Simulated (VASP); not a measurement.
Set up this calculation in VASP 6.6.1, as the native input.

* Task: single point
* Functional: PBEsol
* Potentials or basis: VASP PAW PBE potentials, release 64 (Li_sv)
* Cutoff: 520 eV
* k mesh: 13 × 13 × 13
* Occupations: fermi-dirac, width 0.136057 eV
* Spin: no spin polarisation
* Dipole correction: no
* Further INCAR settings: ALGO = Normal; EDIFF = 1e-06; NBANDS = 8

The structure of Li lies in POSCAR:

```
Li
1.0
    0.0000000000      2.1660774203      2.1660774203
    2.1660774203      0.0000000000      2.1660774203
    2.1660774203      2.1660774203      0.0000000000
Li
1
Direct
    0.0000000000      0.0000000000      0.0000000000
```

The input as run:

INCAR

```
SYSTEM = Li
PREC = Accurate ; ENCUT = 520
EDIFF = 1E-6 ; ISMEAR = -1
SIGMA = 0.13605693000000002 ; LREAL = .FALSE.
LASPH = .TRUE. ; NELM = 100
ALGO = Normal ; ISIF = 2
LWAVE = .FALSE. ; LCHARG = .FALSE.
GGA = PS ; NBANDS = 8
```

KPOINTS

```
regular mesh
0
G
  13 13 13
  0 0 0
```

Potentials or basis: VASP PAW PBE potentials, release 64 (Li_sv).

The run is started by

```bash
$ cat potpaw_PBE.64/Li_sv/POTCAR > POTCAR
$ mpirun -np 1 vasp_std > vasp.out
```

Wall time 14 s on 1 thread of AMD EPYC 7R13 Processor (Zen 3), on a shared host, peak memory 0.1 GiB.
